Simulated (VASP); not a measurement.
# BaHf2Ag2 (P1) in VASP: single point with r2SCAN

Aim: the single point of BaHf2Ag2 with r2SCAN.

Everything below comes from runs of VASP 6.6.1. Logs are shortened: lines on timing, memory, paths and dates and some standing lists are left out, and cuts for length are marked.

### 1 The cell of the first run

The typed cell holds 5 atoms: a = 4.650 Å, b = 4.653 Å, c = 6.313 Å, α = 67.87°, β = 67.79°, γ = 90.36°.

### 2 Single point, r2SCAN

The input, POSCAR:

```
BaHf2Ag2
1.0
   -0.0145171000      4.6501208100     -0.0324203000
    4.6527960300     -0.0145171000     -0.0285363900
    2.3528077700      2.3560514900     -5.3640822000
Ba Ag Hf
1 2 2
Direct
    0.0103120000      0.0229850000      0.9899760000
    0.7276090000      0.2497280000      0.5191560000
    0.2686970000      0.7559470000      0.4752860000
    0.3389610000      0.3782040000      0.2519320000
    0.6276870000      0.6212630000      0.7397540000
```

The input, INCAR.step1:

```
SYSTEM = BaHf2Ag2
ALGO = Normal ; EDIFF = 1E-4
ENCUT = 520 ; GGA = PE
ISMEAR = -1 ; LASPH = .TRUE.
LCHARG = .FALSE. ; LREAL = .FALSE.
LWAVE = .TRUE. ; NBANDS = 34
NELM = 100 ; PREC = Accurate
SIGMA = 0.0218
```

The input, INCAR.step2:

```
SYSTEM = BaHf2Ag2
ALGO = Normal ; EDIFF = 1E-6
ENCUT = 520 ; ISIF = 2
ISMEAR = -1 ; ISTART = 1
LASPH = .TRUE. ; LCHARG = .FALSE.
LMIXTAU = .TRUE. ; LREAL = .FALSE.
LWAVE = .FALSE. ; METAGGA = R2SCAN
NBANDS = 34 ; NELM = 100
PREC = Accurate ; SIGMA = 0.0218
```

The input, KPOINTS:

```
Automatic mesh
0
Gamma
  4 4 4
  0.5 0 0.5
```

Potentials or basis: VASP PAW PBE potentials, release 64 (Ba_sv, Ag, Hf_pv).

Launch:

```sh
cat potpaw_PBE.64/Ba_sv/POTCAR potpaw_PBE.64/Ag/POTCAR potpaw_PBE.64/Hf_pv/POTCAR > POTCAR
cp INCAR.step1 INCAR
mpirun -np 1 vasp_std > vasp.out
cp INCAR.step2 INCAR
mpirun -np 1 vasp_std > vasp.out
```

OUTCAR:

```text
SYSTEM = BaHf2Ag2
   EDIFF = 1E-6
   ENCUT = 520
   ISIF = 2
   ISMEAR = -1
   ISTART = 1
   LASPH = .TRUE.
   LREAL = .FALSE.
   METAGGA = R2SCAN
   NELM = 100
   PREC = Accurate

 ion  position               nearest neighbor table
   1  0.010  0.023  0.990-   2 3.34   5 3.41   4 3.43   3 3.45   3 3.50   5 3.50   2 3.51   4 3.51
                             3 3.51   5 3.62   2 3.65   2 3.66   4 3.67   5 3.67   3 3.70   4 3.70
   2  0.728  0.250  0.519-   5 2.55   4 2.62   5 2.67   4 2.83   3 3.19   3 3.28   3 3.30   1 3.34
                             3 3.42   1 3.51   1 3.65   1 3.66
   3  0.269  0.756  0.475-   4 2.59   4 2.65   5 2.70   5 2.74   2 3.19   2 3.28   2 3.30   2 3.42
                             1 3.45   1 3.50   1 3.51   1 3.70
   4  0.339  0.378  0.252-   3 2.59   2 2.62   3 2.65   5 2.74   2 2.83   1 3.43   1 3.51   1 3.67
                             1 3.70   1 3.95
   5  0.628  0.621  0.740-   2 2.55   2 2.67   3 2.70   4 2.74   3 2.74   1 3.41   1 3.50   1 3.62
                             1 3.67   1 4.00

  LATTYP: Found a triclinic cell.
 ALAT       =     4.6502564843
 B/A-ratio  =     1.4189942638
 C/A-ratio  =     1.3576632793
 COS(alpha) =     0.0007121848
 COS(beta)  =     0.3779268729
 COS(gamma) =     0.7090954678

  Lattice vectors:

 A1 = (   0.0145171000,  -4.6501208100,   0.0324203000)
 A2 = (   4.6673131300,  -4.6646379100,   0.0038839100)
 A3 = (  -2.3528077700,  -2.3560514900,   5.3640822000)

Analysis of symmetry for initial positions (statically):
=====================================================================
 Subroutine PRICEL returns:
 Original cell was already a primitive cell.

 Routine SETGRP: Setting up the symmetry group for a
 triclinic supercell.

 Subroutine GETGRP returns: Found  1 space group operations
 (whereof  1 operations were pure point group operations)
 out of a pool of  2 trial point group operations.

The static configuration has the point symmetry C_1 .

Analysis of symmetry for dynamics (positions and initial velocities):
=====================================================================
 Subroutine PRICEL returns:
 Original cell was already a primitive cell.

 Routine SETGRP: Setting up the symmetry group for a
 triclinic supercell.

 Subroutine GETGRP returns: Found  1 space group operations
 (whereof  1 operations were pure point group operations)
 out of a pool of  2 trial point group operations.

The dynamic configuration has the point symmetry C_1 .

 Subroutine INISYM returns: Found  1 space group operations
 (whereof  1 operations are pure point group operations),
 and found     1 'primitive' translations

----------------------------------------------------------------------------------------

                                     Primitive cell

  volume of cell :     115.3868

  direct lattice vectors                    reciprocal lattice vectors
    -0.014517100  4.650120810 -0.032420300     0.001257545  0.215716528  0.095300182
     4.652796030 -0.014517100 -0.028536390     0.215512056  0.001335938  0.095115243
     2.352807770  2.356051490 -5.364082200    -0.001154104 -0.001310889 -0.187507176

  length of vectors
     4.650256484  4.652906185  6.313482468     0.235833260  0.235571943  0.187515310

  position of ions in fractional coordinates (direct lattice)
     0.010312000  0.022985000  0.989976000
     0.727609000  0.249728000  0.519156000
     0.268697000  0.755947000  0.475286000
     0.338961000  0.378204000  0.251932000
     0.627687000  0.621263000  0.739754000

  ion indices of the primitive-cell ions
   primitive index   ion index
                 1           1
                 2           2
                 3           3
                 4           4
                 5           5

----------------------------------------------------------------------------------------

 KPOINTS: Automatic mesh

Automatic generation of k-mesh.
 Grid dimensions read from file:
 generate k-points for:    4    4    4

 Generating k-lattice:

  Cartesian coordinates                     Fractional coordinates (reciprocal lattice)
     0.000314386  0.053929132  0.023825045     0.250000000 -0.000000000  0.000000000
     0.053878014  0.000333985  0.023778811     0.000000000  0.250000000  0.000000000
    -0.000288526 -0.000327722 -0.046876794     0.000000000  0.000000000  0.250000000

  Length of vectors
     0.058958315  0.058892986  0.046878828

  Shift w.r.t. Gamma in fractional coordinates (k-lattice)
     0.500000000  0.000000000  0.500000000

 Subroutine IBZKPT returns following result:
 ===========================================

 Found     32 irreducible k-points:

 Following reciprocal coordinates:
            Coordinates               Weight
  0.125000  0.000000  0.125000      2.000000
  0.375000 -0.000000  0.125000      2.000000
 -0.375000  0.000000  0.125000      2.000000
 -0.125000  0.000000  0.125000      2.000000
  0.125000  0.250000  0.125000      2.000000
  0.375000  0.250000  0.125000      2.000000
[... 16 lines left out ...]
 -0.375000  0.250000  0.375000      2.000000
 -0.125000  0.250000  0.375000      2.000000
 [... further k-points ...]
   k-points           NKPTS =     32   k-points in BZ     NKDIM =     32   number of bands    NBANDS=     34
   number of dos      NEDOS =    301   number of ions     NIONS =      5
   total plane-waves  NPLWV =  62208
   dimension x,y,z NGX =    36 NGY =   36 NGZ =   48
   dimension x,y,z NGXF=    72 NGYF=   72 NGZF=   96
   ions per type =               1   2   2
   NGX,Y,Z   is equivalent  to a cutoff of  12.87, 12.86, 12.64 a.u.
   NGXF,Y,Z  is equivalent  to a cutoff of  25.74, 25.73, 25.28 a.u.
 SYSTEM =  BaHf2Ag2
   PREC   = accura    normal or accurate (medium, high low for compatibility)
   ISTART =      1    job   : 0-new  1-cont  2-samecut
   ICHARG =      0    charge: 1-file 2-atom 10-const
   ISPIN  =      1    spin polarized calculation?
   LNONCOLLINEAR =      F non collinear calculations
   LSORBIT =      F    spin-orbit coupling
   LASPH  =      T    aspherical Exc in radial PAW
   ENCUT  =  520.0 eV  38.22 Ry    6.18 a.u.   8.65  8.65 11.74*2*pi/ulx,y,z
   NELM   =    100;   NELMIN=  2; NELMDL=  0     # of ELM steps
   EDIFF  = 0.1E-05   stopping-criterion for ELM
   LREAL  =      F    real-space projection
   EDIFFG = 0.1E-04   stopping-criterion for IOM
   NSW    =      0    number of steps for IOM
   IBRION =     -1    ionic relax: 0-MD 1-quasi-New 2-CG
   NFREE  =      0    steps in history (QN), initial steepest desc. (CG)
   ISIF   =      2    stress and relaxation
   ISYM   =      2    0-nonsym 1-usesym 2-fastsym
   POTIM  = 0.5000    time-step for ionic-motion
   TEBEG  =    0.0;   TEEND  =   0.0 temperature during run
   PSTRESS=    0.0 pullay stress
   NELECT =      52.0000    total number of electrons
   NUPDOWN=      -1.0000    fix difference up-down
   EMIN   =  10.00;   EMAX   =-10.00  energy-range for DOS
   EFERMI =   0.00;   METHOD = LEGACY
   ISMEAR =    -1;   SIGMA  =   0.02  broadening in eV -4-tet -1-fermi 0-gaus
   EFERMI_NEDOS =   21; number of points for ismear=-14 and -15
   IALGO  =     38    algorithm
   IMIX   =      4    mixing-type and parameters
     AMIX     =   0.40;   BMIX     =  1.00
     AMIX_MAG =   1.60;   BMIX_MAG =  1.00
  volume/ion in A,a.u.               =      23.08       155.73
  Fermi-wavevector in a.u.,A,eV,Ry     =   1.255135  2.371862 21.434139  1.575365
  Thomas-Fermi vector in A             =   2.388907
   LORBIT       =      0    0 simple, 1 ext, 2 COOP (PROOUT), +10 PAW based schemes
   METAGGA = R2SCAN    functional components
   LHFCALC =     F    Hartree Fock is set to
   AEXX    =    0.0000 exact exchange contribution
   IVDW    =     0    specifies the selected vdW correction
   LEPSILON=     F    determine dielectric tensor
   LRPA    =     F    only Hartree local field effects (RPA)
 non-spin polarized calculation
  energy-cutoff  :      520.00
  volume of cell :      115.39
 maximum number of plane-waves:      3120
   NGX = 17   NGY = 17   NGZ = 23

 number of electron      52.0000001 magnetization

 Free energy of the ion-electron system (eV)
  ---------------------------------------------------
  ext. energy  EPLUGINS =         0.00000000
  ---------------------------------------------------
  free energy    TOTEN  =      -155.73127587 eV

  energy without entropy =     -155.71834479  energy(sigma->0) =     -155.72481033

 E-fermi :   5.6415     XC(G=0): -11.6538

 val. band max:        5.6384797865   @ k =   0.1250   0.5000   0.3750
 cond. band min:       5.6431377746   @ k =   0.3750   0.5000   0.3750
 fundamental gap:      0.0046579880
 Fermi energy:         5.6414695726

 k-point     1 :       0.1250    0.0000    0.1250
  band No.  band energies     occupation
      1     -26.5912      2.00000
      2     -26.5292      2.00000
      3     -26.5099      2.00000
      4     -26.4366      2.00000
      5     -26.4154      2.00000
      6     -25.7979      2.00000
[... 26 lines left out ...]
     33       9.6741      0.00000
     34       9.8372      0.00000

 k-point     2 :       0.3750   -0.0000    0.1250
  band No.  band energies     occupation
      1     -26.5840      2.00000
      2     -26.5347      2.00000
      3     -26.5151      2.00000
      4     -26.4365      2.00000
      5     -26.4158      2.00000
      6     -25.8018      2.00000
[... 26 lines left out ...]
     33       8.6631      0.00000
     34      10.0990      0.00000

 k-point     3 :      -0.3750    0.0000    0.1250
  band No.  band energies     occupation
      1     -26.5781      2.00000
      2     -26.5372      2.00000
      3     -26.5179      2.00000
      4     -26.4343      2.00000
      5     -26.4135      2.00000
      6     -25.8079      2.00000
[... 26 lines left out ...]
     33       8.9338      0.00000
     34       9.3731      0.00000

 k-point     4 :      -0.1250    0.0000    0.1250
  band No.  band energies     occupation
      1     -26.5859      2.00000
      2     -26.5314      2.00000
      3     -26.5123      2.00000
      4     -26.4342      2.00000
      5     -26.4133      2.00000
      6     -25.8039      2.00000
[... 26 lines left out ...]
     33       9.2721      0.00000
     34       9.4598      0.00000

 k-point     5 :       0.1250    0.2500    0.1250
  band No.  band energies     occupation
      1     -26.5870      2.00000
      2     -26.5368      2.00000
      3     -26.5106      2.00000
      4     -26.4364      2.00000
      5     -26.4181      2.00000
      6     -25.7978      2.00000
[... 621 lines left out ...]
 k-point    22 :       0.3750    0.2500    0.3750
  band No.  band energies     occupation
      1     -26.5834      2.00000
      2     -26.5417      2.00000
      3     -26.5121      2.00000
      4     -26.4344      2.00000
      5     -26.4228      2.00000
      6     -25.7980      2.00000
[... 26 lines left out ...]
     33       8.8161      0.00000
     34       9.2640      0.00000

 k-point    23 :      -0.3750    0.2500    0.3750
  band No.  band energies     occupation
      1     -26.5772      2.00000
      2     -26.5437      2.00000
      3     -26.5152      2.00000
      4     -26.4319      2.00000
      5     -26.4212      2.00000
      6     -25.8039      2.00000
[... 26 lines left out ...]
     33       8.8027      0.00000
     34       9.5196      0.00000

 k-point    24 :      -0.1250    0.2500    0.3750
  band No.  band energies     occupation
      1     -26.5783      2.00000
      2     -26.5371      2.00000
      3     -26.5166      2.00000
      4     -26.4359      2.00000
      5     -26.4137      2.00000
      6     -25.8065      2.00000
[... 26 lines left out ...]
     33       9.2265      0.00000
     34       9.4429      0.00000

 [... further k-points ...]

------------------------ aborting loop because EDIFF is reached ----------------------------------------

  FORCE on cell =-STRESS in cart. coord.  units (eV):
  Direction    XX          YY          ZZ          XY          YZ          ZX
  --------------------------------------------------------------------------------------
  -------------------------------------------------------------------------------------
  Total       12.2499309      9.6208487     11.8635374      0.0593686      0.7953977     -1.2724735
  in kB      170.0936471    133.5881214    164.7284681      0.8243498     11.0443153    -17.6686430
  external PRESSURE =     156.1367455 kB  Pullay stress =       0.0000000 kB

 VOLUME and BASIS-vectors are now :
 -----------------------------------------------------------------------------
  energy-cutoff  :      520.00
  volume of cell :      115.39
      direct lattice vectors                 reciprocal lattice vectors
    -0.014517100  4.650120810 -0.032420300     0.001257545  0.215716528  0.095300182
     4.652796030 -0.014517100 -0.028536390     0.215512056  0.001335938  0.095115243
     2.352807770  2.356051490 -5.364082200    -0.001154104 -0.001310889 -0.187507176

 POSITION                                       TOTAL-FORCE (eV/Angst)
 -----------------------------------------------------------------------------------
      2.43602      2.38005     -5.31130        -0.373264     -0.488026     -0.184470
      2.37284      4.60300     -2.81551        -0.716657     -0.846435      0.599297
      4.63162      2.35830     -2.57976         0.378657      0.150423     -0.335101
      2.34753      2.16428     -1.37317        -0.157970      0.686954     -0.653385
      4.62200      4.65270     -4.00618         0.869234      0.497084      0.573658
 -----------------------------------------------------------------------------------
    total drift:                                0.000458      0.000559     -0.000079

  FREE ENERGIE OF THE ION-ELECTRON SYSTEM (eV)
  ---------------------------------------------------
  free  energy   TOTEN  =      -155.7312758743 eV

  energy  without entropy=     -155.7183447940  energy(sigma->0) =     -155.72481033
```

Wall time 4.8 min (1 thread of AMD EPYC 9R45 (Zen 5), shared host); peak memory 0.3 GiB.

Results:

- Free energy: -155.7313 eV
- Pressure: 15.6 GPa
- Largest force: 1.261 eV/Å
- Band gap on the k mesh: zero (bands 26 and 27 overlap by 0.17 eV)

Forces on the atoms (eV/Å):
```
Ba  -0.373 -0.488 -0.184
Ag  -0.717 -0.846  0.599
Ag   0.379  0.150 -0.335
Hf  -0.158  0.687 -0.653
Hf   0.869  0.497  0.574
```

Stress tensor (GPa, compression positive):
```
17.01  0.08 -1.77
 0.08 13.36  1.10
-1.77  1.10 16.47
```

Caveat: the k points lie up to 0.37 Å⁻¹ apart; the PAW data sets were made with another functional, which shifts forces and pressure a little; spin-orbit coupling is left out, which moves the levels of the heavy elements.
